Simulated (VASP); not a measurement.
A run of VASP 6.6.1 is set up as follows.

File INCAR:

```
SYSTEM = Br
ALGO = Normal ; EDIFF = 1E-6
ENCUT = 520 ; GGA = PE
ISIF = 2 ; ISMEAR = 0
LASPH = .TRUE. ; LCHARG = .FALSE.
LREAL = .FALSE. ; LWAVE = .FALSE.
NBANDS = 22 ; NELM = 60
PREC = Accurate ; SIGMA = 0.02
```

File KPOINTS:

```
k-points
0
G
  8 8 4
  0 0 0
```

Contents of POSCAR:

```
Br
1.0
    3.6170076000     -2.1703808000      0.1561447000
    3.6170076000      2.1703808000      0.1561447000
    0.4082704000      0.0000000000      8.8961440000
Br
4
Direct
    0.1051704669      0.8309858388      0.1127850167
    0.7075099247      0.3563337696      0.3872149833
    0.8563337696      0.2075099247      0.8872149833
    0.3309858388      0.6051704669      0.6127850167
```

Potentials or basis: VASP PAW PBE potentials, release 64 (Br).

Command:

```bash
$ cat potpaw_PBE.64/Br/POTCAR > POTCAR
$ mpirun -np 1 vasp_std > vasp.out
```

Predict the band gap on the k mesh.

0.96 eV (least direct gap 1.17 eV).

Predict the pressure.

-1.0 GPa.

What does it give for the largest force?

0.732 eV/Å.

Forces on the atoms (eV/Å):
```
Br   0.417  0.534 -0.277
Br  -0.417  0.449  0.277
Br  -0.417 -0.449  0.277
Br   0.417 -0.534 -0.277
```

Caveat: the cell differs from its parent crystal (strained and its atoms moved); this functional lacks dispersion, which holds the molecules together, so the pressure and a relaxed volume are unreliable. A k mesh can miss the band edges.
